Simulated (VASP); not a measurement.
The system is ZnSe (Stilleite).

```
CELL_PARAMETERS angstrom
0.00000 2.83242 2.83242
2.83242 0.00000 2.83242
2.83242 2.83242 0.00000
ATOMIC_POSITIONS crystal
Zn 0.00000 0.00000 0.00000
Se 0.25000 0.25000 0.25000
```

Base run:

| Item | Value |
| --- | --- |
| Program | VASP 6.6.1 |
| Functional | PBE |
| Potentials or basis | VASP PAW PBE potentials, release 64 (Zn, Se) |
| Cutoff | 520 eV |
| k mesh | 6 × 6 × 6 |
| Occupations | gaussian, width 0.01 eV |
| Spin | no spin polarisation |

Its results: band gap on the k mesh 1.29 eV, direct; pressure 2.5 GPa.

**Question.** The run is repeated on the same cell with these changes: functional from PBE to PBE-based global hybrid; k mesh from 6 × 6 × 6 to 4 × 4 × 4. What comes out?

**Answer.** Band gap on the k mesh 2.02 eV, direct; pressure 2.2 GPa.

Several settings changed at once, so the effect can't be laid on one alone.

Caveats: some runs use coarse meshes; the PAW data sets were made with another functional, which shifts forces and pressure a little (some runs).

